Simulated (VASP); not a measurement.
Here is a VASP 6.6.1 calculation.

Contents of INCAR:

```
PREC = Accurate
ENCUT = 600
EDIFF = 1E-7
ISMEAR = 0
SIGMA = 0.1
LREAL = F
LASPH = T
NELM = 80
ALGO = Normal
ISIF = 3
LWAVE = F
LCHARG = F
GGA = PE
IBRION = 2
NSW = 100
EDIFFG = -0.01
```

KPOINTS

```
Automatic mesh
0
Gamma
  20 20 20
```

Contents of POSCAR:

```
BP
1.0
    2.7316079782      0.0000000000      0.0000000000
    0.0000000000      2.7316079782      0.0000000000
    0.0000000000      0.0000000000      2.7316079782
B P
1 1
Direct
    0.0000000000      0.0000000000      0.0000000000
    0.5000000000      0.5000000000      0.5000000000
```

Potentials or basis: VASP PAW PBE potentials, release 64 (B, P).

Run with:

```bash
$ cat potpaw_PBE.64/B/POTCAR potpaw_PBE.64/P/POTCAR > POTCAR
$ mpirun -np 1 vasp_std > vasp.out
```

Predict the relaxed volume.

10.00 Å³/atom.

Predict the relaxed cell.

a = 2.715 Å, b = 2.715 Å, c = 2.715 Å, α = 90.00°, β = 90.00°, γ = 90.00°.

What does it give for the space group after relaxing (to 0.05 Å)?

Pm-3m (No. 221).

Step by step:
| step | energy change (eV) | largest force (eV/Å) | pressure (GPa) | volume (Å³) |
| --- | --- | --- | --- | --- |
| 1 | 0.0000 | 0.0000 | -2.30 | 20.38 |
| 2 | -0.0027 | 0.0000 | 0.37 | 19.95 |
| 3 | -0.0027 | 0.0000 | 0.00 | 20.01 |
